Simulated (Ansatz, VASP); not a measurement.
## One calculation of K, two programs

The input INCAR:

```
SYSTEM = K
PREC     = Accurate       ! precision mode
ENCUT    = 520            ! plane-wave cutoff, eV
EDIFF    = 1E-6           ! SCF threshold, eV
ISMEAR   = -1             ! smearing method
SIGMA    = 0.08           ! smearing width, eV
LREAL    = .False.        ! projectors in reciprocal space
LASPH    = .True.         ! aspherical terms in the spheres
NELM     = 60             ! most SCF steps
ALGO     = Normal         ! electronic algorithm
ISIF     = 2              ! what is computed and relaxed
LWAVE    = .False.        ! write WAVECAR
LCHARG   = .False.        ! write CHGCAR
NBANDS   = 16             ! bands
```

File KPOINTS:

```
Automatic mesh
0
Gamma
  9 9 9
  0 0 0
```

POSCAR

```
K
1.0
    0.0000000000      3.8515424416      3.8515424416
    3.8515424416      0.0000000000      3.8515424416
    3.8515424416      3.8515424416      0.0000000000
K
2
Direct
   -0.1250000000     -0.1250000000     -0.1250000000
    0.1250000000      0.1250000000      0.1250000000
```

Input for Ansatz:

```yaml
crystal:
  lattice:
    - [0.0, 3.8515424416, 3.8515424416]
    - [3.8515424416, 0.0, 3.8515424416]
    - [3.8515424416, 3.8515424416, 0.0]
  atoms:
    - { symbol: K, position: [-0.125, -0.125, -0.125] }
    - { symbol: K, position: [0.125, 0.125, 0.125] }
kpoints:
  mp_grid: { grid: [9, 9, 9] }
scf:
  occupations: { method: fermi_dirac, width: 0.08 }
hamiltonian:
  xc: lda
  pseudopotentials: { kind: all_electron, lapw: { basis_error: 0.001 } }
output:
  forces: true
  stress: true
  eigenvalues: true
  populations: true
```

Change from the starting cell: volume scaled by 0.6, LAPW.

Alike in both runs: task single point; functional LDA; k mesh 9 × 9 × 9; occupations fermi-dirac, width 0.08 eV; no spin polarisation.

|  | VASP | Ansatz |
| --- | --- | --- |
| version | VASP 6.6.1 | Ansatz 0.2.0 |
| potentials or method | VASP PAW LDA potentials, release 64 (K_sv), cutoff 520 eV | all-electron LAPW, scalar-relativistic |

```csv
,VASP,Ansatz,Ansatz less VASP
pressure (GPa),1.7,1.7,0.00
```

LDA's correlation is that of Perdew and Zunger in VASP and of Perdew and Wang (1992) in Ansatz. Ansatz ran all-electron here, and VASP with PAW potentials.
